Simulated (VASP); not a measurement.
**MgO: single point with r2SCAN**

Crystal: MgO.

```xyz
4
Lattice="3.3752 0.0000 0.0000 -1.6876 2.9230 0.0000 0.0000 0.0000 4.4603" Properties=species:S:1:pos:R:3 pbc="T T T"
Mg    1.6876    0.9743    3.3452
Mg    0.0000    1.9486    1.1151
O     1.6876    0.9743    1.1151
O     0.0000    1.9486    3.3452
```

This cell differs from its parent crystal: ratio of the length along z to the lengths across it x 1.1, volume and fractional coordinates fixed.

```json
{
 "Program": "VASP 6.6.1",
 "Task": "single point",
 "Functional": "r2SCAN",
 "Potentials or basis": "VASP PAW PBE potentials, release 64 (Mg, O)",
 "Cutoff": "520 eV",
 "k mesh": "12 × 12 × 6",
 "Occupations": "gaussian, width 0.05 eV",
 "Spin": "no spin polarisation",
 "Dipole correction": "no",
 "Further INCAR settings": "ALGO = Normal; EDIFF = 1e-07; NBANDS = 16"
}
```

| Quantity | Value |
| --- | --- |
| Pressure | 1.2 GPa |
| Band gap on the k mesh | 4.00 eV |

Stress tensor (GPa, compression positive):
```
 6.41  0.00  0.00
 0.00  6.41  0.00
 0.00  0.00 -9.15
```

Levels at points of the mesh, in eV from the valence-band top:
```csv
k point,band 6,band 7,band 8,band 9,band 10,band 11
"(0.00, 0.00, 0.00)",-1.04,-1.04,0.00,4.00,10.06,12.26
"(0.50, 0.00, 0.00)",-2.29,-1.34,-0.86,7.85,9.70,9.90
"(0.00, 0.00, 0.50)",-1.40,-1.40,-1.40,6.99,6.99,14.49
"(0.50, 0.00, 0.50)",-1.64,-1.02,-1.02,7.92,7.92,12.69
```

It took 2.4 min on 1 thread of Intel(R) Xeon(R) 6975P-C (Granite Rapids), with other jobs on the host, peak memory 0.2 GiB.

Caveat: the stress differs along the axes, from -9 to 6 GPa; the PAW data sets were made with another functional, which shifts forces and pressure a little. A k mesh can miss the band edges.
